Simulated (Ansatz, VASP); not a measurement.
**WS2 in VASP and in Ansatz**

The input INCAR:

```
SYSTEM = WS2
  PREC = Accurate
  ENCUT = 520
  EDIFF = 1E-6
  ISMEAR = 0
  SIGMA = 0.05
  LREAL = .False.
  LASPH = .True.
  NELM = 60
  ALGO = Normal
  ISIF = 2
  LWAVE = .False.
  LCHARG = .True.
  GGA = PS
  LELF = .True.
  LVHAR = .True.
  NBANDS = 35
```

The input KPOINTS:

```
Automatic mesh
0
Gamma
  12 12 2
  0 0 0
```

The input POSCAR:

```
WS2
1.0
    3.1461313781      0.0000000000      0.0000000000
   -1.5730656891      2.7246296971      0.0000000000
    0.0000000000      0.0000000000     12.6917314098
W S
2 4
Direct
    0.3333333333      0.6666666667      0.2500000000
    0.6666666667      0.3333333333      0.7500000000
    0.3476366140      0.6666666667      0.6264891170
    0.6809699473      0.3333333333      0.1264891170
    0.3190300527      0.6666666667      0.8735108830
    0.6523633860      0.3333333333      0.3735108830
```

Input for Ansatz:

```yaml
crystal:
  lattice:
    - [3.1461313781, 0.0, 0.0]
    - [-1.5730656891, 2.7246296971, 0.0]
    - [0.0, 0.0, 12.6917314098]
  atoms:
    - { symbol: W, position: [0.3333333333, 0.6666666667, 0.25] }
    - { symbol: W, position: [0.6666666667, 0.3333333333, 0.75] }
    - { symbol: S, position: [0.347636614, 0.6666666667, 0.626489117] }
    - { symbol: S, position: [0.6809699473, 0.3333333333, 0.126489117] }
    - { symbol: S, position: [0.3190300527, 0.6666666667, 0.873510883] }
    - { symbol: S, position: [0.652363386, 0.3333333333, 0.373510883] }
basis:
  ecutwfc: 420
kpoints:
  mp_grid: { grid: [12, 12, 2] }
hamiltonian:
  xc: pbesol
scf:
  occupations: { method: gaussian, width: 0.05 }
output:
  forces: true
  stress: true
  eigenvalues: true
```

Change from the starting cell: mode 9 (295.6 1/cm) frozen in, largest displacement +0.045 Å.

Alike in both runs: task single point; functional PBEsol; k mesh 12 × 12 × 2; occupations gaussian, width 0.05 eV; no spin polarisation.

|  | VASP | Ansatz |
| --- | --- | --- |
| version | VASP 6.6.1 | Ansatz 0.2.0 |
| potentials or method | VASP PAW PBE potentials, release 64 (W_sv, S), cutoff 520 eV | scalar-relativistic, plane waves, PAW |
| valence electrons in the cell | 52 | 52 |

```tsv
	VASP	Ansatz	Ansatz less VASP
gap on the k mesh at the Fermi level (eV)	1.11	1.09	-0.015
least direct gap on the mesh (eV)	1.86	1.86	-0.004
pressure (GPa)	0.3	0.1	-0.12
traceless stress, the component that is largest in VASP (GPa)	4.18	4.17	-0.009
rms of the force components (eV/Å)	0.220	0.219	-0.0013
```

VASP's potentials were made for PBE, not for PBEsol. Atom by atom the forces differ by 0.010 eV/Å (rms over components).

Spin-orbit coupling is off throughout.
